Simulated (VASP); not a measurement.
Input of a VASP 6.6.1 run:

The input INCAR:

```
PREC     = Accurate       # precision mode
ENCUT    = 520            # plane-wave cutoff, eV
EDIFF    = 1E-6           # SCF threshold, eV
ISMEAR   = 0              # smearing method
SIGMA    = 0.05           # smearing width, eV
LREAL    = F              # projectors in reciprocal space
LASPH    = T              # aspherical terms in the spheres
NELM     = 80             # most SCF steps
ALGO     = Normal         # electronic algorithm
ISIF     = 2              # what is computed and relaxed
LWAVE    = F              # write WAVECAR
LCHARG   = F              # write CHGCAR
GGA      = PE             # functional
NBANDS   = 16             # bands
```

KPOINTS

```
regular mesh
0
Gamma
  10 10 10
```

Contents of POSCAR:

```
CdSe
1.0
    0.0000000000      2.8082571939      2.8082571939
    2.8082571939      0.0000000000      2.8082571939
    3.0482695754      3.0482695754     -0.2400123815
Cd Se
1 1
Direct
    0.0000000000      0.0000000000      0.0000000000
    0.7500000000      0.7500000000      0.7500000000
```

Potentials or basis: VASP PAW PBE potentials, release 64 (Cd, Se).

Launch:

```bash
$ cat potpaw_PBE.64/Cd/POTCAR potpaw_PBE.64/Se/POTCAR > POTCAR
$ mpirun -np 1 vasp_std > vasp.out
```

Question: Estimate the largest force.

Answer: 1.316 eV/Å.

Question: Predict the pressure.

Answer: 13.9 GPa.

Question: What does it give for the band gap on the k mesh?

Answer: 0.58 eV.

Forces in eV/Å, atoms in the order of the input:
```
Cd   0.760  0.760 -0.760
Se  -0.760 -0.760  0.760
```

Caveat: the cell stands under pressure; forces of over 1 eV/Å act on the atoms, so gaps and moduli don't describe the material at rest.
